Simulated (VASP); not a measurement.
Set up this calculation in VASP 6.6.1, as the native input.

```
Task                   : single point
Functional             : PBEsol
Potentials or basis    : VASP PAW PBE potentials, release 64 (Li_sv, H)
Cutoff                 : 520 eV
k mesh                 : 10 × 10 × 10
Occupations            : gaussian, width 0.05 eV
Spin                   : no spin polarisation
Dipole correction      : no
Further INCAR settings : ALGO = Normal; EDIFF = 1e-07; NBANDS = 9
```

The structure of LiH lies in POSCAR:

```
LiH
1.0
    0.0000000000      2.1138000000      2.1951000000
    2.1138000000      0.0000000000      2.1951000000
    2.1138000000      2.1138000000      0.0000000000
Li H
1 1
Direct
    0.0000000000      0.0000000000      0.0000000000
    0.5000000000      0.5000000000      0.5000000000
```

This cell differs from its parent crystal: strain +0.040 along x and y, +0.080 along z.

The input as run:

INCAR

```
PREC     = Accurate       # precision mode
ENCUT    = 520            # plane-wave cutoff, eV
EDIFF    = 1E-7           # SCF threshold, eV
ISMEAR   = 0              # smearing method
SIGMA    = 0.05           # smearing width, eV
LREAL    = False          # projectors in reciprocal space
LASPH    = True           # aspherical terms in the spheres
NELM     = 100            # most SCF steps
ALGO     = Normal         # electronic algorithm
ISIF     = 2              # what is computed and relaxed
LWAVE    = False          # write WAVECAR
LCHARG   = False          # write CHGCAR
GGA      = PS             # functional
NBANDS   = 9              # bands
```

KPOINTS

```
Automatic mesh
0
Gamma
  10 10 10
```

Potentials or basis: VASP PAW PBE potentials, release 64 (Li_sv, H).

Run with:

```console
$ cat potpaw_PBE.64/Li_sv/POTCAR potpaw_PBE.64/H/POTCAR > POTCAR
$ mpirun -np 1 vasp_std > vasp.out
```

It gave:

```
Band gap on the k mesh : 2.51 eV, indirect (least direct gap 2.78 eV)
```

Caveat: the cell differs from its parent crystal (strain +0.040 along x and y, +0.080 along z).

It took 11 s on 1 thread of Intel(R) Xeon(R) Platinum 8488C (Sapphire Rapids) (shared host), peak memory 0.14 GiB.
